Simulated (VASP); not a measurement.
Write the native input for VASP 6.6.1 that does the following.

```
Task                   : single point
Functional             : PBEsol
Potentials or basis    : VASP PAW PBE potentials, release 64 (Au)
Cutoff                 : 520 eV
k mesh                 : 15 × 15 × 8
Occupations            : fermi-dirac, width 0.05 eV
Spin                   : no spin polarisation
Dipole correction      : no
Further INCAR settings : ALGO = Normal; EDIFF = 1e-07; NBANDS = 18
```

The structure of Au lies in POSCAR:

```
Au
1.0
    2.6483991601      0.0000000000      0.0000000000
   -1.3241995800      2.2935809520      0.0000000000
    0.0000000000      0.0000000000      4.3752139780
Au
2
Direct
    0.3333333333      0.6666666667      0.2500000000
    0.6666666667      0.3333333333      0.7500000000
```

These files were run (other wordings do the same):

INCAR

```
SYSTEM = Au
PREC     = Accurate       ! precision mode
ENCUT    = 520            ! plane-wave cutoff, eV
EDIFF    = 1E-7           ! SCF threshold, eV
ISMEAR   = -1             ! smearing method
SIGMA    = 0.05           ! smearing width, eV
LREAL    = .False.        ! projectors in reciprocal space
LASPH    = .True.         ! aspherical terms in the spheres
NELM     = 60             ! most SCF steps
ALGO     = Normal         ! electronic algorithm
ISIF     = 2              ! what is computed and relaxed
LWAVE    = .False.        ! write WAVECAR
LCHARG   = .False.        ! write CHGCAR
GGA      = PS             ! functional
NBANDS   = 18             ! bands
```

KPOINTS

```
Automatic mesh
0
Gamma
  15 15 8
  0 0 0
```

Potentials or basis: VASP PAW PBE potentials, release 64 (Au).

Run with:

```console
$ cat potpaw_PBE.64/Au/POTCAR > POTCAR
$ mpirun -np 1 vasp_std > vasp.out
```

Results of the run:

```
Pressure               : 86.6 GPa
Band gap on the k mesh : zero (band 11 reaches 19.38 eV, above the bottom of band 12 at 10.87 eV)
```

Caveat: the PAW data sets were made with another functional, which shifts forces and pressure a little; spin-orbit coupling is left out, which moves the levels of the heavy elements.

Run time: 38 s on 1 thread of Intel Xeon 6975P-C, on a shared host, peak memory 0.18 GiB.
